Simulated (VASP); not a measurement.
# Al12O in VASP: notebook

Al12O is run at these levels: PBE; tasks: single point.

Everything below comes from runs of VASP 6.6.1. Logs are shortened: lines on timing, memory, paths and dates and some standing lists are left out, and cuts for length are marked.

**1. The cell of the first run**

The cell holds a slab with vacuum, 13 atoms: a = 5.728 Å, b = 5.728 Å, c = 15.677 Å, α = 90.00°, β = 90.00°, γ = 60.00°.

**2. Single point, PBE**

INCAR

```
SYSTEM = Al12O
PREC = Accurate
ENCUT = 520
EDIFF = 1E-7
ISMEAR = -1
SIGMA = 0.15
LREAL = .FALSE.
LASPH = .TRUE.
NELM = 80
ALGO = Normal
ISIF = 2
LWAVE = .FALSE.
LCHARG = .TRUE.
GGA = PE
LELF = .TRUE.
LVHAR = .TRUE.
NBANDS = 33
```

KPOINTS

```
regular mesh
0
G
  4 4 1
  0 0 0
```

POSCAR

```
Al12O
1.0
    5.7275650000      0.0000000000      0.0000000000
    2.8637820000      4.9602170000      0.0000000000
    0.0000000000      0.0000000000     15.6765370000
Al O
12 1
Direct
    0.1666667000      0.1666667000      0.0637896000
    0.6666667000      0.1666667000      0.0637896000
    0.1666667000      0.6666667000      0.0637896000
    0.6666667000      0.6666667000      0.0637896000
   -0.1664571618      0.3336083588      0.2123342253
    0.3328502601      0.3336074014      0.2123364470
   -0.1664134618      0.8328257496      0.2123085885
    0.3332691159      0.8334622672      0.2118380212
    0.0087855847     -0.0041471783      0.3635286225
    0.4953511732     -0.0041440539      0.3635369005
   -0.0002001519      0.5003864852      0.3535931211
    0.4954961407      0.5089955498      0.3635613939
    0.6666278295      0.1667488036      0.4130036305
```

Potentials or basis: VASP PAW PBE potentials, release 64 (Al, O).

Run with:

```
$ cat potpaw_PBE.64/Al/POTCAR potpaw_PBE.64/O/POTCAR > POTCAR
$ mpirun -np 1 vasp_std > vasp.out
```

OUTCAR:

```text
SYSTEM = Al12O
   PREC = Accurate
   ENCUT = 520
   EDIFF = 1E-7
   ISMEAR = -1
   LREAL = .FALSE.
   LASPH = .TRUE.
   NELM = 80
   ISIF = 2
   GGA = PE

 ion  position               nearest neighbor table
   1  0.167  0.167  0.064-   8 2.85   5 2.86   6 2.86   3 2.86   3 2.86   2 2.86   2 2.86   4 2.86
                             4 2.86
   2  0.667  0.167  0.064-   7 2.86   5 2.86   6 2.86   4 2.86   4 2.86   1 2.86   1 2.86   3 2.86
                             3 2.86
   3  0.167  0.667  0.064-   8 2.85   7 2.85   6 2.86   1 2.86   1 2.86   4 2.86   4 2.86   2 2.86
                             2 2.86
   4  0.667  0.667  0.064-   8 2.85   7 2.85   5 2.86   2 2.86   2 2.86   3 2.86   3 2.86   1 2.86
                             1 2.86
   5  0.834  0.334  0.212-  11 2.76   4 2.86   1 2.86   2 2.86   7 2.86   6 2.86   8 2.86   8 2.86
                             6 2.87   7 2.87   9 2.90  12 2.90
   6  0.333  0.334  0.212-  11 2.76   3 2.86   1 2.86   2 2.86   7 2.86   5 2.86   8 2.86   8 2.86
                             5 2.87   7 2.87  10 2.90  12 2.90
   7  0.834  0.833  0.212-  11 2.76   4 2.85   3 2.85   2 2.86   5 2.86   6 2.86   8 2.86   8 2.86
                             6 2.87   5 2.87   9 2.90  10 2.90
   8  0.333  0.833  0.212-   1 2.85   4 2.85   3 2.85   6 2.86   5 2.86   7 2.86   7 2.86   5 2.86
                             6 2.86   9 2.87  10 2.87  12 2.87
   9  0.009  0.996  0.364-  13 1.87  10 2.79  12 2.79  11 2.87  11 2.87   8 2.87   5 2.90   7 2.90
                            12 2.94  10 2.94
  10  0.495  0.996  0.364-  13 1.87   9 2.79  12 2.79  11 2.87  11 2.87   8 2.87   6 2.90   7 2.90
                            12 2.94   9 2.94
  11  1.000  0.500  0.354-   7 2.76   5 2.76   6 2.76   9 2.87  10 2.87  12 2.87  12 2.87   9 2.87
                            10 2.87
  12  0.495  0.509  0.364-  13 1.87   9 2.79  10 2.79  11 2.87  11 2.87   8 2.87   6 2.90   5 2.90
                            10 2.94   9 2.94
  13  0.667  0.167  0.413-  10 1.87   9 1.87  12 1.87

  LATTYP: Found a hexagonal cell.
 ALAT       =     5.7275649303
 C/A-ratio  =     2.7370334847

  Lattice vectors:

 A1 = (  -2.8637820000,  -4.9602170000,   0.0000000000)
 A2 = (   5.7275650000,   0.0000000000,   0.0000000000)
 A3 = (   0.0000000000,   0.0000000000,  15.6765370000)

Analysis of symmetry for initial positions (statically):
=====================================================================
 Subroutine PRICEL returns:
 Original cell was already a primitive cell.

 Routine SETGRP: Setting up the symmetry group for a
 hexagonal supercell.

 Subroutine GETGRP returns: Found  1 space group operations
 (whereof  1 operations were pure point group operations)
 out of a pool of 24 trial point group operations.

The static configuration has the point symmetry C_1 .

Analysis of symmetry for dynamics (positions and initial velocities):
=====================================================================
 Subroutine PRICEL returns:
 Original cell was already a primitive cell.

 Routine SETGRP: Setting up the symmetry group for a
 hexagonal supercell.

 Subroutine GETGRP returns: Found  1 space group operations
 (whereof  1 operations were pure point group operations)
 out of a pool of 24 trial point group operations.

The dynamic configuration has the point symmetry C_1 .

 Subroutine INISYM returns: Found  1 space group operations
 (whereof  1 operations are pure point group operations),
 and found     1 'primitive' translations

----------------------------------------------------------------------------------------

                                     Primitive cell

  volume of cell :     445.3699

  direct lattice vectors                    reciprocal lattice vectors
     5.727565000  0.000000000  0.000000000     0.174594265 -0.100802024  0.000000000
     2.863782000  4.960217000  0.000000000     0.000000000  0.201604083  0.000000000
     0.000000000  0.000000000 15.676537000     0.000000000  0.000000000  0.063789598

  length of vectors
     5.727565000  5.727564930 15.676537000     0.201604081  0.201604083  0.063789598

  position of ions in fractional coordinates (direct lattice)
     0.166666700  0.166666700  0.063789600
     0.666666700  0.166666700  0.063789600
     0.166666700  0.666666700  0.063789600
[... 28 lines left out ...]

 KPOINTS: regular mesh

Automatic generation of k-mesh.
 Grid dimensions read from file:
 generate k-points for:    4    4    1

 Generating k-lattice:

  Cartesian coordinates                     Fractional coordinates (reciprocal lattice)
     0.043648566 -0.025200506  0.000000000     0.250000000  0.000000000  0.000000000
     0.000000000  0.050401021  0.000000000     0.000000000  0.250000000  0.000000000
     0.000000000  0.000000000  0.063789598     0.000000000  0.000000000  1.000000000

  Length of vectors
     0.050401020  0.050401021  0.063789598

  Shift w.r.t. Gamma in fractional coordinates (k-lattice)
     0.000000000  0.000000000  0.000000000

 Subroutine IBZKPT returns following result:
 ===========================================

 Found     10 irreducible k-points:

 Following reciprocal coordinates:
            Coordinates               Weight
  0.000000  0.000000  0.000000      1.000000
  0.250000  0.000000  0.000000      2.000000
  0.250000  0.250000  0.000000      2.000000
  0.000000  0.250000  0.000000      2.000000
  0.500000  0.000000  0.000000      1.000000
  0.500000  0.500000  0.000000      1.000000
  0.000000  0.500000  0.000000      1.000000
  0.500000  0.250000  0.000000      2.000000
  0.250000  0.500000  0.000000      2.000000
 -0.250000  0.250000  0.000000      2.000000
   k-points           NKPTS =     10   k-points in BZ     NKDIM =     10   number of bands    NBANDS=     33
   number of dos      NEDOS =    301   number of ions     NIONS =     13
   total plane-waves  NPLWV = 276480
   dimension x,y,z NGX =    48 NGY =   48 NGZ =  120
   dimension x,y,z NGXF=    96 NGYF=   96 NGZF=  240
   ions per type =              12   1
   NGX,Y,Z   is equivalent  to a cutoff of  13.93, 13.93, 12.73 a.u.
   NGXF,Y,Z  is equivalent  to a cutoff of  27.86, 27.86, 25.45 a.u.
 SYSTEM =  Al12O
   PREC   = accura    normal or accurate (medium, high low for compatibility)
   ISTART =      0    job   : 0-new  1-cont  2-samecut
   ICHARG =      2    charge: 1-file 2-atom 10-const
   ISPIN  =      1    spin polarized calculation?
   LNONCOLLINEAR =      F non collinear calculations
   LSORBIT =      F    spin-orbit coupling
   LASPH  =      T    aspherical Exc in radial PAW
   ENCUT  =  520.0 eV  38.22 Ry    6.18 a.u.  10.65 10.65 29.15*2*pi/ulx,y,z
   NELM   =     80;   NELMIN=  2; NELMDL= -5     # of ELM steps
   EDIFF  = 0.1E-06   stopping-criterion for ELM
   LREAL  =      F    real-space projection
   EDIFFG = 0.1E-05   stopping-criterion for IOM
   NSW    =      0    number of steps for IOM
   IBRION =     -1    ionic relax: 0-MD 1-quasi-New 2-CG
   NFREE  =      0    steps in history (QN), initial steepest desc. (CG)
   ISIF   =      2    stress and relaxation
   ISYM   =      2    0-nonsym 1-usesym 2-fastsym
   POTIM  = 0.5000    time-step for ionic-motion
   TEBEG  =    0.0;   TEEND  =   0.0 temperature during run
   PSTRESS=    0.0 pullay stress
   NELECT =      42.0000    total number of electrons
   NUPDOWN=      -1.0000    fix difference up-down
   EMIN   =  10.00;   EMAX   =-10.00  energy-range for DOS
   EFERMI =   0.00;   METHOD = LEGACY
   ISMEAR =    -1;   SIGMA  =   0.15  broadening in eV -4-tet -1-fermi 0-gaus
   EFERMI_NEDOS =   21; number of points for ismear=-14 and -15
   IALGO  =     38    algorithm
   IMIX   =      4    mixing-type and parameters
     AMIX     =   0.40;   BMIX     =  1.00
     AMIX_MAG =   1.60;   BMIX_MAG =  1.00
  volume/ion in A,a.u.               =      34.26       231.19
  Fermi-wavevector in a.u.,A,eV,Ry     =   0.745162  1.408153  7.554868  0.555267
  Thomas-Fermi vector in A             =   1.840685
   LORBIT       =      0    0 simple, 1 ext, 2 COOP (PROOUT), +10 PAW based schemes
   GGA     = PE    functional components
[... 5 lines left out ...]
 non-spin polarized calculation
  energy-cutoff  :      520.00
  volume of cell :      445.37
 maximum number of plane-waves:     12009
 NGX is ok and might be reduce to    48
   NGX = 21   NGY = 21   NGZ = 59

 number of electron      41.9999999 magnetization

 Free energy of the ion-electron system (eV)
  ---------------------------------------------------
  ext. energy  EPLUGINS =         0.00000000
  ---------------------------------------------------
  free energy    TOTEN  =       -51.62122586 eV

  energy without entropy =      -51.25578203  energy(sigma->0) =      -51.43850395

 E-fermi :   1.4416     XC(G=0):  -5.7430

 val. band max:        1.2974142826   @ k =   0.5000   0.0000   0.0000
 cond. band min:       1.4479990252   @ k =   0.5000   0.2500   0.0000
 fundamental gap:      0.1505847425
 Fermi energy:         1.4415592264

 k-point     1 :       0.0000    0.0000    0.0000
  band No.  band energies     occupation
      1     -18.5491      2.00000
      2      -8.8978      2.00000
      3      -7.0897      2.00000
      4      -5.3321      2.00000
      5      -5.3302      2.00000
      6      -4.4071      2.00000
[... 349 lines left out ...]
     32       5.1251      0.00000
     33       5.3019      0.00000

------------------------ aborting loop because EDIFF is reached ----------------------------------------

  FORCE on cell =-STRESS in cart. coord.  units (eV):
  Direction    XX          YY          ZZ          XY          YZ          ZX
  --------------------------------------------------------------------------------------
  -------------------------------------------------------------------------------------
  Total       -4.4608892     -4.4571558     -0.0321457      0.0000617     -0.0055428      0.0000301
  in kB      -16.0476404    -16.0342097     -0.1156413      0.0002220     -0.0199397      0.0001082
  external PRESSURE =     -10.7324971 kB  Pullay stress =       0.0000000 kB

 VOLUME and BASIS-vectors are now :
 -----------------------------------------------------------------------------
  energy-cutoff  :      520.00
  volume of cell :      445.37
      direct lattice vectors                 reciprocal lattice vectors
     5.727565000  0.000000000  0.000000000     0.174594265 -0.100802024  0.000000000
     2.863782000  4.960217000  0.000000000     0.000000000  0.201604083  0.000000000
     0.000000000  0.000000000 15.676537000     0.000000000  0.000000000  0.063789598

 POSITION                                       TOTAL-FORCE (eV/Angst)
 -----------------------------------------------------------------------------------
      1.43189      0.82670      1.00000         0.000014      0.006468      0.016278
      4.29567      0.82670      1.00000        -0.000016      0.000126     -0.039921
      2.86378      3.30681      1.00000        -0.004910     -0.002948      0.016335
      5.72756      3.30681      1.00000         0.004905     -0.002930      0.016293
      5.72955      1.65477      3.32867        -0.003010     -0.000652     -0.005965
      2.86180      1.65477      3.32870         0.002968     -0.000682     -0.006068
      7.15945      4.13100      3.32826        -0.000043      0.005257     -0.005282
      4.29567      4.13415      3.32089         0.000044     -0.001757      0.004659
      2.90223      4.93965      5.69887         0.006778     -0.006282      0.000928
      5.68907      4.93966      5.69900        -0.006766     -0.006359      0.000572
      7.15942      2.48203      5.54312         0.000076     -0.003780     -0.004639
      4.29564      2.52473      5.69938         0.000067      0.010453     -0.000319
      4.29569      0.82711      6.47447        -0.000107      0.003086      0.007129
 -----------------------------------------------------------------------------------
    total drift:                                0.000001      0.000016      0.000054

  FREE ENERGIE OF THE ION-ELECTRON SYSTEM (eV)
  ---------------------------------------------------
  free  energy   TOTEN  =       -51.6212258569 eV

  energy  without entropy=      -51.2557820332  energy(sigma->0) =      -51.43850395
```

Run time: 6.1 min. Hardware: 1 thread of Intel Xeon 6975P-C, shared host; peak memory 0.64 GiB.

Results:

- Free energy: -51.6212 eV
- Largest force: 0.040 eV/Å
- Band gap on the k mesh: zero (band 21 reaches 1.45 eV, above the bottom of band 22 at 1.12 eV)

Forces in eV/Å, atoms in the order of the input:
```
Al   0.000  0.006  0.016
Al   0.000  0.000 -0.040
Al  -0.005 -0.003  0.016
Al   0.005 -0.003  0.016
Al  -0.003 -0.001 -0.006
Al   0.003 -0.001 -0.006
Al   0.000  0.005 -0.005
Al   0.000 -0.002  0.005
Al   0.007 -0.006  0.001
Al  -0.007 -0.006  0.001
Al   0.000 -0.004 -0.005
Al   0.000  0.010  0.000
O    0.000  0.003  0.007
```

**3. Single point, PBE**

INCAR

```
PREC = Accurate
ENCUT = 520
EDIFF = 1E-7
ISMEAR = -1
SIGMA = 0.15
LREAL = F
LASPH = T
NELM = 80
ALGO = Normal
ISIF = 2
LWAVE = F
LCHARG = T
GGA = PE
LELF = T
LVHAR = T
NBANDS = 33
```

KPOINTS

```
regular mesh
0
Gamma
  4 4 1
```

POSCAR

```
Al12O
1.0
    5.7275650000      0.0000000000      0.0000000000
    2.8637820000      4.9602170000      0.0000000000
    0.0000000000      0.0000000000     15.6765370000
Al O
12 1
Direct
    0.1666666208      0.1666667003      0.0637895984
    0.6666667081      0.1666667003      0.0637895984
    0.1666666712      0.6666665995      0.0637895984
    0.6666667585      0.6666665995      0.0637895984
   -0.1664572463      0.3336083885      0.2123342037
    0.3328502058      0.3336073805      0.2123364363
   -0.1664134996      0.8328256607      0.2123085602
    0.3332691278      0.8334623263      0.2118380482
    0.0087855258     -0.0041471976      0.3635286288
    0.4953510667     -0.0041439719      0.3635369215
   -0.0002002717      0.5003865758      0.3535931437
    0.4954962406      0.5089954734      0.3635614167
    0.6666277768      0.1667487531      0.4130036500
```

Potentials or basis: VASP PAW PBE potentials, release 64 (Al, O).

Run with:

```
$ cat potpaw_PBE.64/Al/POTCAR potpaw_PBE.64/O/POTCAR > POTCAR
$ mpirun -np 1 vasp_std > vasp.out
```

It took 6 min on 1 thread of Intel Xeon 6975P-C, shared host; peak memory 0.64 GiB.

It converged, with:

* Free energy: -51.6212 eV
* Largest force: 0.040 eV/Å
* Band gap on the k mesh: zero (band 21 reaches 1.45 eV, above the bottom of band 22 at 1.12 eV)

Forces in eV/Å, atoms in the order of the input:
```
Al   0.000  0.006  0.016
Al   0.000  0.000 -0.040
Al  -0.005 -0.003  0.016
Al   0.005 -0.003  0.016
Al  -0.003 -0.001 -0.006
Al   0.003 -0.001 -0.006
Al   0.000  0.005 -0.005
Al   0.000 -0.002  0.005
Al   0.007 -0.006  0.001
Al  -0.007 -0.006  0.001
Al   0.000 -0.004 -0.005
Al   0.000  0.010  0.000
O    0.000  0.003  0.007
```

Levels at points of the mesh, in eV from the Fermi level:
| k point | band 18 | band 19 | band 20 | band 21 | band 22 | band 23 | band 24 | band 25 |
| --- | --- | --- | --- | --- | --- | --- | --- | --- |
| (0.00, 0.00, 0.00) | -2.31 | -2.31 | -1.41 | -0.32 | -0.32 | -0.25 | 0.89 | 0.97 |
| (0.50, 0.00, 0.00) | -0.82 | -0.32 | -0.16 | -0.14 | 0.39 | 0.96 | 1.36 | 1.56 |
| (0.50, 0.50, 0.00) | -0.82 | -0.32 | -0.16 | -0.14 | 0.39 | 0.96 | 1.36 | 1.56 |
| (0.00, 0.50, 0.00) | -0.82 | -0.32 | -0.16 | -0.14 | 0.39 | 0.96 | 1.36 | 1.56 |

**4. Single point, PBE**

INCAR

```
SYSTEM = Al12O
PREC = Accurate ; ENCUT = 520
EDIFF = 1E-7 ; ISMEAR = -1
SIGMA = 0.15 ; LREAL = .FALSE.
LASPH = .TRUE. ; NELM = 60
ALGO = Normal ; ISIF = 2
LWAVE = .FALSE. ; LCHARG = .FALSE.
GGA = PE ; NBANDS = 33
```

KPOINTS

```
regular mesh
0
G
  4 4 1
  0 0 0
```

POSCAR

```
Al12O
1.0
    5.7275650000      0.0000000000      0.0000000000
    2.8637820000      4.9602170000      0.0000000000
    0.0000000000      0.0000000000     15.6765370000
Al O
12 1
Direct
    0.1666666208      0.1666667003      0.0637895984
    0.6666667081      0.1666667003      0.0637895984
    0.1666666712      0.6666665995      0.0637895984
    0.6666667585      0.6666665995      0.0637895984
   -0.1657167752      0.3336537494      0.2135599208
    0.3312682481      0.3336237104      0.2135743372
   -0.1675437070      0.8343643030      0.2117089380
    0.3309910498      0.8372359516      0.2134783977
    0.0020640745      0.0083857218      0.3657085745
    0.4883641094      0.0082669770      0.3656951787
    0.0016906079      0.4952751059      0.3657414900
    0.4975792625      0.5036624406      0.3545816911
    0.8305321485     -0.1622183062      0.4168457613
```

Run with:

```
$ cat potpaw_PBE.64/Al/POTCAR potpaw_PBE.64/O/POTCAR > POTCAR
$ mpirun -np 1 vasp_std > vasp.out
```

Wall time 5.5 min (1 thread of Intel Xeon 6975P-C, shared host); peak memory 0.64 GiB.

Results (log left out):

```
Free energy            : -51.2163 eV
Largest force          : 0.198 eV/Å
Band gap on the k mesh : zero (band 21 reaches 1.68 eV, above the bottom of band 22 at 1.25 eV)
```

Forces on the atoms (eV/Å):
```
Al  -0.001  0.005 -0.042
Al  -0.001  0.197  0.016
Al   0.161 -0.092  0.017
Al  -0.164 -0.093  0.016
Al   0.001 -0.002  0.002
Al   0.000 -0.002  0.001
Al   0.001 -0.002  0.003
Al   0.001  0.000  0.002
Al   0.009  0.000 -0.003
Al  -0.007  0.003 -0.002
Al   0.003 -0.011 -0.003
Al   0.000 -0.002 -0.003
O   -0.002 -0.001 -0.003
```

Levels at points of the mesh, in eV from the Fermi level:
```tsv
k point	band 16	band 17	band 18	band 19	band 20	band 21	band 22	band 23	band 24	band 25
(0.00, 0.00, 0.00)	-2.88	-2.67	-2.06	-2.06	-1.69	-0.52	-0.27	-0.27	0.68	0.68
(0.50, 0.00, 0.00)	-1.59	-1.43	-0.61	-0.39	-0.28	0.05	0.14	1.08	1.17	1.58
(0.50, 0.50, 0.00)	-1.59	-1.43	-0.61	-0.39	-0.28	0.06	0.14	1.08	1.17	1.58
(0.00, 0.50, 0.00)	-1.59	-1.43	-0.61	-0.39	-0.28	0.06	0.13	1.08	1.17	1.59
```
